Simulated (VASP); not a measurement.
# Sc (P6_3/mmc) in VASP: a series of runs, part 2 of 2

VASP 6.6.1. Earlier steps stand in the parts before.

**5. Single point, LDA (25.50 Å³/atom)**

This run uses another cell than the first one, of 25.50 Å³/atom.

Contents of INCAR:

```
PREC = Accurate
ENCUT = 520
EDIFF = 1E-7
ISMEAR = 0
SIGMA = 0.05
LREAL = F
LASPH = T
NELM = 100
ALGO = Normal
ISIF = 2
LWAVE = F
LCHARG = F
NBANDS = 18
```

Contents of KPOINTS:

```
regular mesh
0
Gamma
  9 9 5
```

Contents of POSCAR:

```
Sc
1.0
    3.3309145459      0.0000000000      0.0000000000
   -1.6654572730      2.8846566146      0.0000000000
    0.0000000000      0.0000000000      5.3082235343
Sc
2
Direct
    0.6666666667      0.3333333333      0.7500000000
    0.3333333333      0.6666666667      0.2500000000
```

Potentials or basis: VASP PAW LDA potentials, release 64 (Sc_sv).

The run is started by

```
$ cat potpaw_LDA.64/Sc_sv/POTCAR > POTCAR
$ mpirun -np 1 vasp_std > vasp.out
```

OUTCAR:

```text
PREC = Accurate
   ENCUT = 520
   EDIFF = 1E-7
   ISMEAR = 0
   LREAL = F
   LASPH = T
   NELM = 100
   ISIF = 2

 ion  position               nearest neighbor table
   1  0.667  0.333  0.750-   2 3.28   2 3.28   2 3.28   2 3.28   2 3.28   2 3.28
   2  0.333  0.667  0.250-   1 3.28   1 3.28   1 3.28   1 3.28   1 3.28   1 3.28

  LATTYP: Found a hexagonal cell.
 ALAT       =     3.3309145459
 C/A-ratio  =     1.5936234512

  Lattice vectors:
[... 692 lines left out ...]

 [... further k-points ...]

------------------------ aborting loop because EDIFF is reached ----------------------------------------

  FORCE on cell =-STRESS in cart. coord.  units (eV):
  Direction    XX          YY          ZZ          XY          YZ          ZX
  --------------------------------------------------------------------------------------
  -------------------------------------------------------------------------------------
  Total       -1.7737705     -1.7737705     -2.2965115      0.0000000      0.0000000      0.0000000
  in kB      -55.7187287    -55.7187287    -72.1393780      0.0000000      0.0000000      0.0000000
  external PRESSURE =     -61.1922784 kB  Pullay stress =       0.0000000 kB

 VOLUME and BASIS-vectors are now :
 -----------------------------------------------------------------------------
  energy-cutoff  :      520.00
  volume of cell :       51.00
      direct lattice vectors                 reciprocal lattice vectors
     3.330914546  0.000000000  0.000000000     0.300217849  0.173330856  0.000000000
    -1.665457273  2.884656615  0.000000000     0.000000000  0.346661712  0.000000000
     0.000000000  0.000000000  5.308223534     0.000000000  0.000000000  0.188386942

 POSITION                                       TOTAL-FORCE (eV/Angst)
 -----------------------------------------------------------------------------------
      1.66546      0.96155      3.98117         0.000000      0.000000      0.000000
     -0.00000      1.92310      1.32706        -0.000000     -0.000000      0.000000
 -----------------------------------------------------------------------------------
    total drift:                               -0.000000      0.000000     -0.000000

  FREE ENERGIE OF THE ION-ELECTRON SYSTEM (eV)
  ---------------------------------------------------
  free  energy   TOTEN  =       -13.3214762268 eV

  energy  without entropy=      -13.3142116545  energy(sigma->0) =      -13.31784394
```

OSZICAR:

```text
N       E                     dE             d eps       ncg     rms          rms(c)
DAV:   1     0.358706034626E+03    0.35871E+03   -0.10658E+04  1304   0.130E+03
DAV:   2     0.525562397206E+01   -0.35345E+03   -0.34551E+03  1656   0.549E+02
DAV:   3    -0.144382617424E+02   -0.19694E+02   -0.18791E+02  2154   0.164E+02
DAV:   4    -0.148385897262E+02   -0.40033E+00   -0.39708E+00  2004   0.206E+01
DAV:   5    -0.148431849749E+02   -0.45952E-02   -0.45920E-02  2256   0.261E+00    0.739E+00
DAV:   6    -0.135048879746E+02    0.13383E+01   -0.31038E+00  1752   0.197E+01    0.211E+00
DAV:   7    -0.133371708158E+02    0.16772E+00   -0.71495E-01  1828   0.832E+00    0.842E-01
DAV:   8    -0.133234254129E+02    0.13745E-01   -0.42653E-02  1546   0.283E+00    0.278E-01
DAV:   9    -0.133214577779E+02    0.19676E-02   -0.11746E-02  1860   0.111E+00    0.301E-02
DAV:  10    -0.133214755787E+02   -0.17801E-04   -0.19924E-04  2124   0.193E-01    0.450E-03
DAV:  11    -0.133214762738E+02   -0.69514E-06   -0.45189E-06  2114   0.229E-02    0.181E-03
DAV:  12    -0.133214762268E+02    0.47028E-07   -0.42965E-07  1536   0.710E-03
   1 F= -.13321476E+02 E0= -.13317844E+02  d E =-.726457E-02
```

Run time: 22 s. Hardware: 1 thread of Intel Xeon Platinum 8488C (Sapphire Rapids), shared host; peak memory 0.16 GiB.

What came out:

```
Free energy            : -13.3215 eV
Pressure               : -6.1 GPa
Band gap on the k mesh : zero (bands 11 and 12 overlap by 1.08 eV)
```

Caveat: the cell stands under tension.

**6. Single point, LDA (26.00 Å³/atom)**

This run uses another cell than the first one, of 26.00 Å³/atom.

Contents of INCAR:

```
ALGO = Normal
EDIFF = 1E-6
ENCUT = 520
ISIF = 2
ISMEAR = 0
LASPH = True
LCHARG = True
LELF = True
LREAL = False
LVHAR = True
LWAVE = False
NBANDS = 18
NELM = 80
PREC = Accurate
SIGMA = 0.05
```

Contents of KPOINTS:

```
k-points
0
Gamma
  9 9 5
```

Contents of POSCAR:

```
Sc
1.0
    3.3525444672      0.0000000000      0.0000000000
   -1.6762722336      2.9033886759      0.0000000000
    0.0000000000      0.0000000000      5.3426934842
Sc
2
Direct
    0.6666666667      0.3333333333      0.7500000000
    0.3333333333      0.6666666667      0.2500000000
```

Potentials or basis: VASP PAW LDA potentials, release 64 (Sc_sv).

The run is started by

```
$ cat potpaw_LDA.64/Sc_sv/POTCAR > POTCAR
$ mpirun -np 1 vasp_std > vasp.out
```

OUTCAR:

```text
EDIFF = 1E-6
   ENCUT = 520
   ISIF = 2
   ISMEAR = 0
   LASPH = True
   LREAL = False
   NELM = 80
   PREC = Accurate

 ion  position               nearest neighbor table
   1  0.667  0.333  0.750-   2 3.30   2 3.30   2 3.30   2 3.30   2 3.30   2 3.30
   2  0.333  0.667  0.250-   1 3.30   1 3.30   1 3.30   1 3.30   1 3.30   1 3.30

  LATTYP: Found a hexagonal cell.
 ALAT       =     3.3525444672
 C/A-ratio  =     1.5936234512

  Lattice vectors:

 A1 = (   3.3525444672,   0.0000000000,   0.0000000000)
 A2 = (  -1.6762722336,   2.9033886759,   0.0000000000)
 A3 = (   0.0000000000,   0.0000000000,   5.3426934842)

Analysis of symmetry for initial positions (statically):
=====================================================================
 Subroutine PRICEL returns:
 Original cell was already a primitive cell.

 Routine SETGRP: Setting up the symmetry group for a
 hexagonal supercell.

 Subroutine GETGRP returns: Found 24 space group operations
 (whereof 12 operations were pure point group operations)
 out of a pool of 24 trial point group operations.

[... 161 lines left out ...]
  free energy    TOTEN  =       -13.28129055 eV

  energy without entropy =      -13.27391639  energy(sigma->0) =      -13.27760347

 E-fermi :   3.1543     XC(G=0):  -9.9260

 val. band max:        3.1412951208   @ k =   0.3333   0.1111   0.4000
 cond. band min:       3.1546003048   @ k =   0.4444   0.1111   0.4000
 fundamental gap:      0.0133051840
 Fermi energy:         3.1542787361

 k-point     1 :       0.0000    0.0000    0.0000
  band No.  band energies     occupation
      1     -45.8001      2.00000
      2     -45.7452      2.00000
      3     -24.9234      2.00000
      4     -24.6340      2.00000
      5     -24.6340      2.00000
      6     -24.5822      2.00000
[... 481 lines left out ...]
      5     -24.8118      2.00000
      6     -24.7278      2.00000
[... 10 lines left out ...]
     17       6.4911      0.00000
     18       6.4911      0.00000

 [... further k-points ...]

------------------------ aborting loop because EDIFF is reached ----------------------------------------

  FORCE on cell =-STRESS in cart. coord.  units (eV):
  Direction    XX          YY          ZZ          XY          YZ          ZX
  --------------------------------------------------------------------------------------
  -------------------------------------------------------------------------------------
  Total       -2.0630035     -2.0630035     -2.5675362      0.0000000      0.0000000      0.0000000
  in kB      -63.5580502    -63.5580502    -79.1019458      0.0000000      0.0000000      0.0000000
  external PRESSURE =     -68.7393487 kB  Pullay stress =       0.0000000 kB

 VOLUME and BASIS-vectors are now :
 -----------------------------------------------------------------------------
  energy-cutoff  :      520.00
  volume of cell :       52.00
      direct lattice vectors                 reciprocal lattice vectors
     3.352544467  0.000000000  0.000000000     0.298280906  0.172212561  0.000000000
    -1.676272234  2.903388676  0.000000000     0.000000000  0.344425122  0.000000000
     0.000000000  0.000000000  5.342693484     0.000000000  0.000000000  0.187171509

 POSITION                                       TOTAL-FORCE (eV/Angst)
 -----------------------------------------------------------------------------------
      1.67627      0.96780      4.00702        -0.000000      0.000000      0.000000
     -0.00000      1.93559      1.33567         0.000000     -0.000000      0.000000
 -----------------------------------------------------------------------------------
    total drift:                               -0.000000      0.000000     -0.000000

  FREE ENERGIE OF THE ION-ELECTRON SYSTEM (eV)
  ---------------------------------------------------
  free  energy   TOTEN  =       -13.2812905505 eV

  energy  without entropy=      -13.2739163932  energy(sigma->0) =      -13.27760347
```

stdout:

```text
POSCAR found type information on POSCAR Sc
 POSCAR found :  1 types and       2 ions
 scaLAPACK will be used
 LDA part: xc-table for (Slater(with rela. corr.)+CA(PZ))
 , standard interpolation
 POSCAR, INCAR and KPOINTS ok, starting setup
 FFT: planning ... GRIDC
 FFT: planning ... GRID_SOFT
 FFT: planning ... GRID
 WAVECAR not read
 entering main loop
```

Run time: 21 s. Hardware: 1 thread of Intel Xeon Platinum 8488C (Sapphire Rapids), shared host; peak memory 0.16 GiB.

Results:

| Property | Result |
| --- | --- |
| Free energy | -13.2813 eV |
| Pressure | -6.9 GPa |
| Band gap on the k mesh | zero (bands 11 and 12 overlap by 1.05 eV) |

Caveat: the cell stands under tension.

**7. Summary**

```tsv
level	potentials or basis	cell	smearing	gap on the mesh (eV)	pressure (GPa)
PBEsol	VASP PAW PBE potentials, release 64 (Sc_sv)	a = 3.309, b = 3.309, c = 5.273 Å, angles 90.0, 90.0, 120.0°, 2 atoms	gaussian 0.02 eV	none	-2.8
PBE	VASP PAW PBE potentials, release 64 (Sc_sv)	a = 3.309, b = 3.309, c = 5.273 Å, angles 90.0, 90.0, 120.0°, 2 atoms	gaussian 0.1 eV	none	-0.7
LDA	VASP PAW LDA potentials, release 64 (Sc_sv)	a = 3.309, b = 3.309, c = 5.273 Å, angles 90.0, 90.0, 120.0°, 2 atoms	gaussian 0.05 eV	none	-5.3
LDA	VASP PAW LDA potentials, release 64 (Sc_sv)	a = 3.331, b = 3.331, c = 5.308 Å, angles 90.0, 90.0, 120.0°, 2 atoms	gaussian 0.05 eV	none	-6.1
LDA	VASP PAW LDA potentials, release 64 (Sc_sv)	a = 3.353, b = 3.353, c = 5.343 Å, angles 90.0, 90.0, 120.0°, 2 atoms	gaussian 0.05 eV	none	-6.9
```

Alike in all rows: task single point; no spin polarisation; k mesh 9 × 9 × 5; cutoff (eV) 520.

Caveats: the cell stands under tension (at least some runs); the PAW data sets were made with another functional, which shifts forces and pressure a little (at least some runs).

Absolute energies hang on the potentials; compare differences alone.
